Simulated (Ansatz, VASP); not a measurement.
CoSi2: VASP beside Ansatz

```
Co Si
1.0
     0.00000    2.61199    2.61199
     2.61199    0.00000    2.61199
     2.61199    2.61199    0.00000
Co Si
1 2
Direct
  0.01206 0.98794 0.98794
  0.23735 0.26265 0.26265
  0.73735 0.76265 0.76265
```

Change from the starting cell: mode 4 frozen in at -0.067 Å, equal normal strain along x, y and z -0.0167.

Alike in both runs: task single point; functional PBEsol; k mesh 14 × 14 × 14; occupations gaussian, width 0.15 eV; no spin polarisation.

```csv
,VASP,Ansatz
version,VASP 6.6.1,Ansatz 0.2.0
potentials or method,"VASP PAW PBE potentials, release 64 (Co, Si), cutoff 520 eV","scalar-relativistic, plane waves, PAW"
valence electrons in the cell,17,25
```

Ansatz gave:

```
gap on the k mesh at the Fermi level (eV)                     : none
pressure (GPa)                                                : 12.7
traceless stress, the component that is largest in VASP (GPa) : -0.77
rms of the force components (eV/Å)                            : 0.796
```

Estimate VASP's values.

gap on the k mesh at the Fermi level (eV): none; pressure (GPa): 12.8; traceless stress, the component that is largest in VASP (GPa): -0.81; rms of the force components (eV/Å): 0.806.

VASP's potentials were made for PBE, not for PBEsol, and Ansatz warns of the same on its side. Atom by atom the forces differ by 0.010 eV/Å (rms over components). A gap of «none» marks a metal or a gap that the smearing closes. With one functional, cell and mesh, what is left measures potentials, basis and numerics. VASP's potentials hold 17 valence electrons a cell and Ansatz's 25, so a difference there can come from the potentials and not from the codes.
